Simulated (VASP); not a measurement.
Here is a VASP 6.6.1 calculation.

INCAR

```
PREC = Accurate
ENCUT = 520
EDIFF = 1E-7
ISMEAR = 0
SIGMA = 0.15
LREAL = F
LASPH = T
NELM = 80
ALGO = Normal
ISIF = 2
LWAVE = F
LCHARG = F
GGA = CA
NBANDS = 22
```

File KPOINTS:

```
regular mesh
0
Gamma
  10 10 10
```

POSCAR

```
GaSb3
1.0
    0.0000000000      3.7195439090      3.5261276257
    3.7195439090      0.0000000000      3.5261276257
    3.7195439090      3.7195439090      0.0000000000
Ga Sb
1 3
Direct
    0.0000000000      0.0000000000      0.0000000000
    0.2500000000      0.2500000000      0.2500000000
    0.7500000000      0.7500000000      0.7500000000
    0.5000000000      0.5000000000      0.5000000000
```

Potentials or basis: VASP PAW LDA potentials, release 64 (Ga_d, Sb).

The run is started by

```sh
$ cat potpaw_LDA.64/Ga_d/POTCAR potpaw_LDA.64/Sb/POTCAR > POTCAR
$ mpirun -np 1 vasp_std > vasp.out
```

Problem. Estimate the band gap on the k mesh.

Solution. Zero (band 14 reaches 9.82 eV, above the bottom of band 15 at 5.58 eV).

Problem. Estimate the pressure.

Solution. -1.4 GPa.

Stress tensor (GPa, compression positive):
```
-1.76  0.00  0.00
 0.00 -1.76  0.00
 0.00  0.00 -0.67
```

Caveat: spin-orbit coupling is left out, which moves the levels of the heavy elements.
